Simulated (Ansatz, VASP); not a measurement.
**One calculation of Be2Co, two programs**

```
Be Co
1.0
     0.00000    1.91949    5.33254
     1.33849    0.00000    5.33254
     1.33849    1.91949    0.00000
Be Co
2 1
Direct
  0.33606 0.33606 0.66394
  0.66394 0.66394 0.33606
  0.00000 0.00000 0.00000
```

Alike in both runs: task single point; functional PBEsol; k mesh 6 × 6 × 6; occupations gaussian, width 0.1 eV; collinear spin.

```csv
,VASP,Ansatz
version,VASP 6.6.1,Ansatz 0.2.0
potentials or method,"VASP PAW PBE potentials, release 64 (Be, Co)","scalar-relativistic, plane waves, PAW"
plane-wave cutoff (eV),520,420
valence electrons in the cell,13,21
```

Ansatz gave:

```
gap on the k mesh at the Fermi level (eV)                     : none
pressure (GPa)                                                : -4.9
traceless stress, the component that is largest in VASP (GPa) : -2.68
rms of the force components (eV/Å)                            : 0.016
net moment per atom (μB)                                      : 0.35
size of the moment on the site where the two differ most (μB) : 1.06
```

**Question.** What did VASP give for the same quantities?

**Answer.** gap on the k mesh at the Fermi level (eV): none; pressure (GPa): -4.8; traceless stress, the component that is largest in VASP (GPa): -2.90; rms of the force components (eV/Å): 0.019; net moment per atom (μB): 0.35; size of the moment on the site where the two differ most (μB): 1.04.

VASP's potentials were made for PBE, not for PBEsol. Site moments also hang on the region over which each program counts them. Atom by atom the forces differ by 0.003 eV/Å (rms over components). A gap of «none» marks a metal or a gap that the smearing closes. The functional is the same, so the differences come from potentials, cutoffs and numerics. VASP's potentials hold 13 valence electrons a cell and Ansatz's 21, so a difference there can come from the potentials and not from the codes.

The k mesh is coarse, so the values compare programs but aren't converged.
